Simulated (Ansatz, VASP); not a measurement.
## One calculation of Au, two programs

```
Au
1.0
     3.58053    0.00000    0.00000
    -1.79027    3.10083    0.00000
     0.00000    0.00000   11.69391
Au
8
Direct
  0.00000 0.00000 0.09375
  0.00000 0.00000 0.59375
  0.00000 0.00000 0.40625
  0.00000 0.00000 0.90625
  0.33333 0.66667 0.15625
  0.66667 0.33333 0.65625
  0.33333 0.66667 0.34375
  0.66667 0.33333 0.84375
```

Alike in both runs: task relaxation of cell and atoms; functional PBE; k mesh 6 × 6 × 2; occupations gaussian, width 0.1 eV; no spin polarisation.

|  | VASP | Ansatz |
| --- | --- | --- |
| version | VASP 6.6.1 | Ansatz 0.2.0 |
| potentials or method | VASP PAW PBE potentials, release 64 (Au), cutoff 600 eV | scalar-relativistic, plane waves, PAW |
| valence electrons in the cell | 88 | 152 |

```csv
,VASP,Ansatz,Ansatz less VASP
"gap on the k mesh at the Fermi level, each at its own relaxed structure (eV)",none,none,-
relaxed volume (Å³/atom),18.37,18.75,+0.379
relaxed cell length with the largest relative difference (Å),20.883,21.785,+0.9020
```

A gap of «none» marks a metal or a gap that the smearing closes. VASP's potentials hold 88 valence electrons a cell and Ansatz's 152, so a difference there can come from the potentials and not from the codes.

Neither program's run includes spin-orbit coupling.
